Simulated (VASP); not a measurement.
Write the native input for VASP 6.6.1 that does the following.

```
Task                   : single point
Functional             : PBE
Potentials or basis    : VASP PAW PBE potentials, release 64 (Bi_d)
Cutoff                 : 520 eV
k mesh                 : 7 × 7 × 9
Occupations            : fermi-dirac, width 0.1 eV
Spin                   : no spin polarisation
Dipole correction      : no
Further INCAR settings : ALGO = Normal; EDIFF = 1e-06; NBANDS = 30
```

The structure of Bi lies in POSCAR:

```
Bi
1.0
    5.7322969703      0.0000000000      0.0000000000
   -2.8661484852      4.9643147983      0.0000000000
    0.0000000000      0.0000000000      3.3745045518
Bi
3
Direct
    1.0000000000      1.0000000000      0.0000000000
    0.3333333333      0.6666666667      0.5000000000
    0.6666666667      0.3333333333      0.5000000000
```

One way to write it, as run:

INCAR

```
SYSTEM = Bi
PREC = Accurate
ENCUT = 520
EDIFF = 1E-6
ISMEAR = -1
SIGMA = 0.1
LREAL = .FALSE.
LASPH = .TRUE.
NELM = 100
ALGO = Normal
ISIF = 2
LWAVE = .FALSE.
LCHARG = .TRUE.
GGA = PE
LELF = .TRUE.
LVHAR = .TRUE.
NBANDS = 30
```

KPOINTS

```
Automatic mesh
0
G
  7 7 9
  0 0 0
```

Potentials or basis: VASP PAW PBE potentials, release 64 (Bi_d).

Launch:

```sh
$ cat potpaw_PBE.64/Bi_d/POTCAR > POTCAR
$ mpirun -np 1 vasp_std > vasp.out
```

Results of the run:

The pressure is 0.0 GPa.

Run time: 71 s on 1 thread of AMD EPYC 9R14 (Zen 4), on a shared host, peak memory 0.25 GiB.
